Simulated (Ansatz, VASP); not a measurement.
# One calculation of Sb, two programs

INCAR

```
PREC = Accurate ; ENCUT = 520
EDIFF = 1E-6 ; ISMEAR = 0
SIGMA = 0.05 ; LREAL = F
LASPH = T ; NELM = 60
ALGO = Normal ; ISIF = 2
LWAVE = F ; LCHARG = F
LDIPOL = T ; IDIPOL = 3
DIPOL = 0.5 0.5 0.388 ; GGA = PE
IVDW = 12 ; NBANDS = 18
```

KPOINTS

```
Automatic mesh
0
Gamma
  9 9 1
```

File POSCAR:

```
Sb
1.0
    4.0686848921      0.0000000000      0.0000000000
   -2.0343424461      3.5235844766      0.0000000000
    0.0000000000      0.0000000000     20.8000277116
Sb
4
Direct
    0.3333333333      0.6666666667      0.2956733491
    0.6666666667      0.3333333333      0.2163458656
    0.1111111111      1.2222222222      0.5600967399
    0.4444444444      0.8888888889      0.4807692564
```

Input for Ansatz:

```yaml
crystal:
  lattice:
    - [4.0686848921, 0.0, 0.0]
    - [-2.0343424461, 3.5235844766, 0.0]
    - [0.0, 0.0, 20.8000277116]
  atoms:
    - { symbol: Sb, position: [0.3333333333, 0.6666666667, 0.2956733491] }
    - { symbol: Sb, position: [0.6666666667, 0.3333333333, 0.2163458656] }
    - { symbol: Sb, position: [0.1111111111, 1.2222222222, 0.5600967399] }
    - { symbol: Sb, position: [0.4444444444, 0.8888888889, 0.4807692564] }
basis:
  ecutwfc: 420
kpoints:
  mp_grid: { grid: [9, 9, 1] }
hamiltonian:
  xc: pbe
  dispersion: d3bj
scf:
  occupations: { method: gaussian, width: 0.05 }
output:
  forces: true
  eigenvalues: true
efield:
  axis: 3
  dipole_correction: true
  ramp_width: 0.04
```

Alike in both runs: task single point; functional PBE; dispersion D3(BJ); k mesh 9 × 9 × 1; occupations gaussian, width 0.05 eV; no spin polarisation.

|  | VASP | Ansatz |
| --- | --- | --- |
| version | VASP 6.6.1 | Ansatz 0.2.0 |
| potentials or method | VASP PAW PBE potentials, release 64 (Sb), cutoff 520 eV | scalar-relativistic, plane waves, PAW |
| valence electrons in the cell | 20 | 60 |

Ansatz gave:

```
gap on the k mesh at the Fermi level (eV) : 0.87
least direct gap on the mesh (eV)         : 1.40
rms of the force components (eV/Å)        : 0.019
```

**Question.** What did VASP give for the same quantities?

**Answer.** gap on the k mesh at the Fermi level (eV): 0.88; least direct gap on the mesh (eV): 1.36; rms of the force components (eV/Å): 0.063.

Atom by atom the forces differ by 0.050 eV/Å (rms over components). VASP's potentials hold 20 valence electrons a cell and Ansatz's 60, so a difference there can come from the potentials and not from the codes.

Neither program's run includes spin-orbit coupling.
